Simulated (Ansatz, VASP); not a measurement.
This is a calculation of VB4Os for Ansatz 0.2.0.

The input input.yaml:

```yaml
crystal:
  lattice:
    - [2.8774873876, 0.0, 0.0]
    - [-1.4387436938, 2.4919771768, 0.0]
    - [0.0, 0.0, 7.453705]
  atoms:
    - { symbol: Os, position: [0.3333333333, 0.6666666667, 0.5], spin: 1.0 }
    - { symbol: V, position: [0.0, 0.0, 0.0], spin: 2.0 }
    - { symbol: B, position: [0.0, 0.0, 0.290516] }
    - { symbol: B, position: [0.3333333333, 0.6666666667, 0.203077] }
    - { symbol: B, position: [0.3333333333, 0.6666666667, 0.796923] }
    - { symbol: B, position: [0.0, 0.0, 0.709484] }
hamiltonian:
  xc: pbe
  pseudopotentials: { kind: paw }
magnetization:
  spin_polarized: true
kpoints:
  mp_grid: { grid: [11, 11, 4] }
scf:
  occupations: { method: fermi_dirac, width: 0.05 }
output:
  forces: true
  stress: true
  eigenvalues: true
```

Potentials or basis: Ansatz PAW.

The run is started by

```sh
$ ansatz run input.yaml --threads 2 --pin off --max-ram 5120MiB --backend cpu --events-out ev --progress --plain --runs-dir out
```

Set up the same calculation for VASP 6.6.1. Potentials there: VASP PAW PBE potentials, release 64 (Os, V_sv, B).

As run (the cutoff follows the program's own potentials):

INCAR

```
PREC     = Accurate       # precision mode
ENCUT    = 520            # plane-wave cutoff, eV
EDIFF    = 1E-7           # SCF threshold, eV
ISMEAR   = -1             # smearing method
SIGMA    = 0.05           # smearing width, eV
LREAL    = False          # projectors in reciprocal space
LASPH    = True           # aspherical terms in the spheres
NELM     = 100            # most SCF steps
ALGO     = Normal         # electronic algorithm
ISIF     = 2              # what is computed and relaxed
LWAVE    = False          # write WAVECAR
LCHARG   = False          # write CHGCAR
ISPIN    = 2              # spin polarisation
MAGMOM   = 1 2 0 0 0 0    # initial moments
LORBIT   = 11             # projections on sites
LMAXMIX  = 4              # l up to which the mixer works
GGA      = PE             # functional
NBANDS   = 30             # bands
```

The input KPOINTS:

```
Automatic mesh
0
Gamma
  11 11 4
```

Contents of POSCAR:

```
VB4Os
1.0
    2.8774873876      0.0000000000      0.0000000000
   -1.4387436938      2.4919771768      0.0000000000
    0.0000000000      0.0000000000      7.4537050000
Os V B
1 1 4
Direct
    0.3333333333      0.6666666667      0.5000000000
    0.0000000000      0.0000000000      0.0000000000
    0.0000000000      0.0000000000      0.2905160000
    0.3333333333      0.6666666667      0.2030770000
    0.3333333333      0.6666666667      0.7969230000
    0.0000000000      0.0000000000      0.7094840000
```

Potentials or basis: VASP PAW PBE potentials, release 64 (Os, V_sv, B).

Command:

```bash
$ cat potpaw_PBE.64/Os/POTCAR potpaw_PBE.64/V_sv/POTCAR potpaw_PBE.64/B/POTCAR > POTCAR
$ mpirun -np 1 vasp_std > vasp.out
```

Both were run:

|  | VASP | Ansatz | Ansatz less VASP |
| --- | --- | --- | --- |
| gap on the k mesh at the Fermi level (eV) | none | none | - |
| pressure (GPa) | -0.2 | -0.7 | -0.54 |
| traceless stress, the component that is largest in VASP (GPa) | 0.07 | -0.18 | -0.245 |
| rms of the force components (eV/Å) | 0.020 | 0.027 | +0.0070 |
| net moment per atom (μB) | 0.00 | 0.00 | 0.000 |

Atom by atom the forces differ by 0.011 eV/Å (rms over components). A gap of «none» marks a metal or a gap that the smearing closes. The functional is the same, so the differences come from potentials, cutoffs and numerics. VASP's potentials hold 33 valence electrons a cell and Ansatz's 41, so a difference there can come from the potentials and not from the codes.

Neither program's run includes spin-orbit coupling.
